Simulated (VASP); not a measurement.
# C (P-3m1) in VASP: notebook, part 2 of 2

VASP 6.6.1. The steps go on from the part before.

**3. Single point, PBE (the distance across one plane changed)**

INCAR reads:

```
PREC     = Accurate       # precision mode
ENCUT    = 520            # plane-wave cutoff, eV
EDIFF    = 1E-6           # SCF threshold, eV
ISMEAR   = 0              # smearing method
SIGMA    = 0.05           # smearing width, eV
LREAL    = False          # projectors in reciprocal space
LASPH    = True           # aspherical terms in the spheres
NELM     = 80             # most SCF steps
ALGO     = Normal         # electronic algorithm
ISIF     = 2              # what is computed and relaxed
LWAVE    = False          # write WAVECAR
LCHARG   = True           # write CHGCAR
GGA      = PE             # functional
LELF     = True           # ELF
LVHAR    = True         
NBANDS   = 36             # bands
```

KPOINTS reads:

```
regular mesh
0
Gamma
  10 10 2
```

POSCAR reads:

```
C
1.0
    1.7857375322     -1.7857375322      0.0000000000
    1.7857375322      0.0000000000     -1.7857375322
    8.2976506672      8.2976506672      8.2976506672
C
12
Direct
    0.6666666667      0.6666666667      0.2331728786
    0.0000000000      0.0000000000      0.0896995346
    0.3333333333      0.3333333333      0.3766462225
    0.6666666667      0.6666666667      0.6635929104
    1.0000000000      1.0000000000      0.5201195665
    0.3333333333      0.3333333333      0.8070662544
    0.6666666667      0.6666666667      0.3407778865
    1.0000000000      1.0000000000      0.1973045426
    0.3333333333      0.3333333333      0.4842512305
    0.6666666667      0.6666666667      0.7711979184
    0.0000000000      0.0000000000      0.6277245744
    0.3333333333      0.3333333333      0.0538311986
```

Potentials or basis: VASP PAW PBE potentials, release 64 (C).

Run with:

```sh
$ cat potpaw_PBE.64/C/POTCAR > POTCAR
$ mpirun -np 1 vasp_std > vasp.out
```

OUTCAR:

```text
PREC = Accurate
   ENCUT = 520
   EDIFF = 1E-6
   ISMEAR = 0
   LREAL = False
   LASPH = True
   NELM = 80
   ISIF = 2
   GGA = PE

 ion  position               nearest neighbor table
   1  0.667  0.667  0.233-   7 1.55   8 1.55   8 1.55   8 1.55
   2  0.000  0.000  0.090-  12 1.55  12 1.55  12 1.55   8 1.55
   3  0.333  0.333  0.377-   7 1.55   7 1.55   7 1.55   9 1.55
   4  0.667  0.667  0.664-  11 1.55  11 1.55  11 1.55  10 1.55
   5  0.000  0.000  0.520-  11 1.55   9 1.55   9 1.55   9 1.55
[... 1168 lines left out ...]

 VOLUME and BASIS-vectors are now :
 -----------------------------------------------------------------------------
  energy-cutoff  :      520.00
  volume of cell :       79.38
      direct lattice vectors                 reciprocal lattice vectors
     1.785737532 -1.785737532  0.000000000     0.186664237 -0.373328473  0.186664237
     1.785737532  0.000000000 -1.785737532     0.186664237  0.186664237 -0.373328473
     8.297650667  8.297650667  8.297650667     0.040172013  0.040172013  0.040172013

 POSITION                                       TOTAL-FORCE (eV/Angst)
 -----------------------------------------------------------------------------------
      4.31577      0.74430      0.74430        -0.150055     -0.150055     -0.150055
      0.74430      0.74430      0.74430        -2.345009     -2.345009     -2.345009
      4.31577      2.53003      2.53003        -0.037243     -0.037243     -0.037243
      7.88725      4.31577      4.31577        -0.438847     -0.438847     -0.438847
      4.31577      4.31577      4.31577        -0.065811     -0.065811     -0.065811
      7.88725      6.10151      6.10151        -1.505055     -1.505055     -1.505055
      5.20864      1.63716      1.63716         0.065811      0.065811      0.065811
      1.63716      1.63716      1.63716         0.438847      0.438847      0.438847
      5.20864      3.42290      3.42290         0.037243      0.037243      0.037243
      8.78011      5.20864      5.20864         2.345009      2.345009      2.345009
      5.20864      5.20864      5.20864         0.150055      0.150055      0.150055
      1.63716     -0.14857     -0.14857         1.505055      1.505055      1.505055
 -----------------------------------------------------------------------------------
    total drift:                                0.000003      0.000004      0.000004

  FREE ENERGIE OF THE ION-ELECTRON SYSTEM (eV)
  ---------------------------------------------------
  free  energy   TOTEN  =      -104.6504549284 eV

  energy  without entropy=     -104.6486807880  energy(sigma->0) =     -104.64956786
```

stdout:

```text
POSCAR found type information on POSCAR C
 POSCAR found :  1 types and      12 ions
 scaLAPACK will be used
 LDA part: xc-table for (Slater+PW92), standard interpolation
 POSCAR, INCAR and KPOINTS ok, starting setup
 FFT: planning ... GRIDC
 FFT: planning ... GRID_SOFT
 FFT: planning ... GRID
 WAVECAR not read
 entering main loop
```

Run time: 2.7 min. Hardware: 1 thread of Intel Xeon 8259CL, shared host; peak memory 0.21 GiB.

What came out:

```yaml
Free_energy: -104.6505 eV
Pressure: -3.9 GPa
Largest_force: 4.062 eV/Å
```

Forces in eV/Å, atoms in the order of the input:
```
C   -0.150 -0.150 -0.150
C   -2.345 -2.345 -2.345
C   -0.037 -0.037 -0.037
C   -0.439 -0.439 -0.439
C   -0.066 -0.066 -0.066
C   -1.505 -1.505 -1.505
C    0.066  0.066  0.066
C    0.439  0.439  0.439
C    0.037  0.037  0.037
C    2.345  2.345  2.345
C    0.150  0.150  0.150
C    1.505  1.505  1.505
```

Caveat: the cell differs from its parent crystal (the distance across one plane changed); the cell stands under tension; forces of over 1 eV/Å act on the atoms, so gaps and moduli don't describe the material at rest.

**4. Single point, PBE (the distance across one plane changed)**

INCAR reads:

```
  ALGO = Normal
  EDIFF = 1E-6
  ENCUT = 520
  GGA = PE
  ISIF = 2
  ISMEAR = 0
  LASPH = True
  LCHARG = True
  LELF = True
  LREAL = False
  LVHAR = True
  LWAVE = False
  NBANDS = 36
  NELM = 60
  PREC = Accurate
  SIGMA = 0.05
```

KPOINTS reads:

```
k-points
0
Gamma
  10 10 2
```

POSCAR reads:

```
C
1.0
    1.7857375322     -1.7857375322      0.0000000000
    1.7857375322      0.0000000000     -1.7857375322
    8.8750009364      8.8750009364      8.8750009364
C
12
Direct
    0.6666666667      0.6666666667      0.2180041563
    0.0000000000      0.0000000000      0.0838642620
    0.3333333333      0.3333333333      0.3521440507
    0.6666666667      0.6666666667      0.6204238394
    1.0000000000      1.0000000000      0.4862839451
    0.3333333333      0.3333333333      0.7545637338
    0.6666666667      0.6666666667      0.3186090771
    1.0000000000      1.0000000000      0.1844691827
    0.3333333333      0.3333333333      0.4527489715
    0.6666666667      0.6666666667      0.7210287602
    0.0000000000      0.0000000000      0.5868888658
    0.3333333333      0.3333333333      0.0503292884
```

Run with:

```sh
$ cat potpaw_PBE.64/C/POTCAR > POTCAR
$ mpirun -np 1 vasp_std > vasp.out
```

Wall time 3.1 min (1 thread of Intel Xeon 8259CL, shared host); peak memory 0.22 GiB.

It converged, with:

| Quantity | Value |
| --- | --- |
| Free energy | -104.2204 eV |
| Pressure | -2.1 GPa |
| Largest force | 4.511 eV/Å |
| Band gap on the k mesh | zero (bands 24 and 25 overlap by 0.26 eV) |

Forces in eV/Å, atoms in the order of the input:
```
C   -0.214 -0.214 -0.214
C   -2.605 -2.605 -2.605
C   -0.072 -0.072 -0.072
C   -0.490 -0.490 -0.490
C   -0.112 -0.112 -0.112
C   -2.151 -2.151 -2.151
C    0.112  0.112  0.112
C    0.490  0.490  0.490
C    0.072  0.072  0.072
C    2.605  2.605  2.605
C    0.214  0.214  0.214
C    2.151  2.151  2.151
```

Stress tensor (GPa, compression positive):
```
-2.06 -1.21 -1.21
-1.21 -2.06 -1.21
-1.21 -1.21 -2.06
```

Levels at points of the mesh, in eV from the Fermi level:
| k point | band 20 | band 21 | band 22 | band 23 | band 24 | band 25 | band 26 | band 27 | band 28 | band 29 |
| --- | --- | --- | --- | --- | --- | --- | --- | --- | --- | --- |
| (0.00, 0.00, 0.00) | -0.82 | -0.82 | -0.68 | -0.68 | 0.12 | 0.21 | 4.94 | 4.94 | 5.48 | 5.94 |
| (0.50, 0.00, 0.00) | -4.77 | -4.51 | -3.78 | -3.59 | -0.11 | -0.06 | 3.86 | 4.25 | 4.90 | 5.31 |
| (0.00, 0.00, 0.50) | -0.82 | -0.82 | -0.68 | -0.68 | -0.30 | 0.61 | 4.94 | 4.94 | 5.28 | 5.94 |
| (0.50, 0.00, 0.50) | -4.77 | -4.50 | -3.78 | -3.59 | -0.16 | -0.02 | 3.86 | 4.26 | 4.90 | 5.31 |

Caveat: the cell differs from its parent crystal (the distance across one plane changed); forces of over 1 eV/Å act on the atoms, so gaps and moduli don't describe the material at rest.

**5. Single point, PBE (the distance across one plane changed)**

INCAR reads:

```
PREC     = Accurate       # precision mode
ENCUT    = 520            # plane-wave cutoff, eV
EDIFF    = 1E-6           # SCF threshold, eV
ISMEAR   = 0              # smearing method
SIGMA    = 0.05           # smearing width, eV
LREAL    = F              # projectors in reciprocal space
LASPH    = T              # aspherical terms in the spheres
NELM     = 80             # most SCF steps
ALGO     = Normal         # electronic algorithm
ISIF     = 2              # what is computed and relaxed
LWAVE    = F              # write WAVECAR
LCHARG   = F              # write CHGCAR
GGA      = PE             # functional
NBANDS   = 36             # bands
```

KPOINTS reads:

```
Automatic mesh
0
Gamma
  10 10 2
```

POSCAR reads:

```
C
1.0
    1.7857375322     -1.7857375322      0.0000000000
    1.7857375322      0.0000000000     -1.7857375322
   10.6070517439     10.6070517439     10.6070517439
C
12
Direct
    0.6666666667      0.6666666667      0.1824057371
    0.0000000000      0.0000000000      0.0701698664
    0.3333333333      0.3333333333      0.2946416078
    0.6666666667      0.6666666667      0.5191133492
    1.0000000000      1.0000000000      0.4068774785
    0.3333333333      0.3333333333      0.6313492199
    0.6666666667      0.6666666667      0.2665826401
    1.0000000000      1.0000000000      0.1543467694
    0.3333333333      0.3333333333      0.3788185108
    0.6666666667      0.6666666667      0.6032902522
    0.0000000000      0.0000000000      0.4910543815
    0.3333333333      0.3333333333      0.0421108987
```

Run with:

```sh
$ cat potpaw_PBE.64/C/POTCAR > POTCAR
$ mpirun -np 1 vasp_std > vasp.out
```

Wall time 4.1 min (1 thread of Intel Xeon 8259CL, shared host); peak memory 0.24 GiB.

Results (log left out):

```yaml
Free_energy: -104.1577 eV
Pressure: -1.3 GPa
Largest_force: 4.675 eV/Å
Band_gap_on_the_k_mesh: zero (bands 24 and 25 overlap by 0.16 eV)
```

Forces on the atoms (eV/Å):
```
C   -0.221 -0.221 -0.221
C   -2.699 -2.699 -2.699
C   -0.067 -0.067 -0.067
C   -0.473 -0.473 -0.473
C   -0.110 -0.110 -0.110
C   -2.351 -2.351 -2.351
C    0.110  0.110  0.110
C    0.473  0.473  0.473
C    0.067  0.067  0.067
C    2.699  2.699  2.699
C    0.221  0.221  0.221
C    2.351  2.351  2.351
```

Stress tensor (GPa, compression positive):
```
-1.34 -0.93 -0.93
-0.93 -1.34 -0.93
-0.93 -0.93 -1.34
```

Levels at points of the mesh, in eV from the Fermi level:
```csv
k point,band 20,band 21,band 22,band 23,band 24,band 25,band 26,band 27,band 28,band 29
"(0.00, 0.00, 0.00)",-0.83,-0.83,-0.71,-0.71,-0.15,0.32,4.84,4.84,5.06,5.29
"(0.50, 0.00, 0.00)",-4.84,-4.60,-3.80,-3.63,-0.11,-0.07,3.76,4.16,4.81,5.23
"(0.00, 0.00, 0.50)",-0.83,-0.83,-0.71,-0.71,-0.17,0.34,4.84,4.84,4.89,5.57
"(0.50, 0.00, 0.50)",-4.84,-4.60,-3.80,-3.63,-0.11,-0.07,3.76,4.16,4.81,5.23
```

Caveat: the cell differs from its parent crystal (the distance across one plane changed); forces of over 1 eV/Å act on the atoms, so gaps and moduli don't describe the material at rest.

**6. The runs side by side**

| cell | gap on the mesh (eV) | pressure (GPa) | largest force (eV/Å) |
| --- | --- | --- | --- |
| a = 2.525, b = 2.525, c = 13.872 Å, angles 90.0, 90.0, 60.0°, 12 atoms | - | -5.3 | 3.82 |
| a = 2.525, b = 2.525, c = 14.372 Å, angles 90.0, 90.0, 60.0°, 12 atoms | - | -3.9 | 4.06 |
| a = 2.525, b = 2.525, c = 15.372 Å, angles 90.0, 90.0, 60.0°, 12 atoms | none | -2.1 | 4.51 |
| a = 2.525, b = 2.525, c = 18.372 Å, angles 90.0, 90.0, 60.0°, 12 atoms | none | -1.3 | 4.68 |

Alike in all rows: task single point; level PBE; potentials or basis VASP PAW PBE potentials, release 64 (C); no spin polarisation; k mesh 10 × 10 × 2; cutoff (eV) 520; smearing gaussian 0.05 eV.

Caveats: forces of over 1 eV/Å act on the atoms, so gaps and moduli don't describe the material at rest; the cell stands under tension (at least some runs).

Absolute energies hang on the potentials; compare differences alone.
